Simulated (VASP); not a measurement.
The system is Ir4W.

```xyz
5
Lattice="3.8965 0.0000 0.0000 0.0000 3.8965 0.0000 0.0000 0.0000 5.8274" Properties=species:S:1:pos:R:3 pbc="T T T"
Ir    0.0000    1.9482    1.2515
Ir    1.9482    0.0000    4.5759
Ir    0.0000    1.9482    4.5759
Ir    1.9482    0.0000    1.2515
W     0.0000    0.0000    2.9137
```

```yaml
Program: VASP 6.6.1
Task: relaxation of cell and atoms
Functional: PBE
Potentials_or_basis: VASP PAW PBE potentials, release 64 (Ir, W_sv)
Cutoff: 600 eV
k_mesh: 8 × 8 × 6
Occupations: gaussian, width 0.1 eV
Spin: no spin polarisation
```

At the start: pressure 0.0 GPa; volume 17.69 Å³/atom.

Task: Where does the relaxation end?

Result: Over 12 steps the energy falls by 8.4 meV/atom and the volume is 17.56 Å³/atom (-0.8 %); space group P4/mmm (No. 123, to 0.05 Å).

Step by step:
| step | energy change (eV) | largest force (eV/Å) | pressure (GPa) | volume (Å³) |
| --- | --- | --- | --- | --- |
| 1 | 0.0000 | 0.2567 | 0.01 | 88.47 |
| 2 | -0.0260 | 0.1524 | -0.84 | 88.49 |
| 3 | -0.0377 | 0.0331 | -1.60 | 88.48 |
| 4 | -0.0218 | 0.0033 | 4.41 | 86.27 |
| 5 | -0.0415 | 0.0259 | 0.16 | 87.79 |
| 6 | -0.0415 | 0.0243 | 0.18 | 87.78 |
| 7 | -0.0418 | 0.0095 | 0.15 | 87.76 |
| 8 | -0.0419 | 0.0013 | 0.12 | 87.75 |
| 9 | -0.0419 | 0.0019 | 0.12 | 87.74 |
| 10 | -0.0419 | 0.0019 | 0.13 | 87.75 |
| 11 | -0.0418 | 0.0015 | -0.34 | 87.92 |
| 12 | -0.0419 | 0.0001 | 0.00 | 87.78 |

Final structure:
```
Ir W
1.0
     3.83213    0.00000    0.00000
     0.00000    3.83213    0.00000
     0.00000    0.00000    5.97776
Ir W
4 1
Direct
  0.00000 0.50000 0.20938
  0.50000 0.00000 0.79062
  0.00000 0.50000 0.79062
  0.50000 0.00000 0.20938
  0.00000 0.00000 0.50000
```
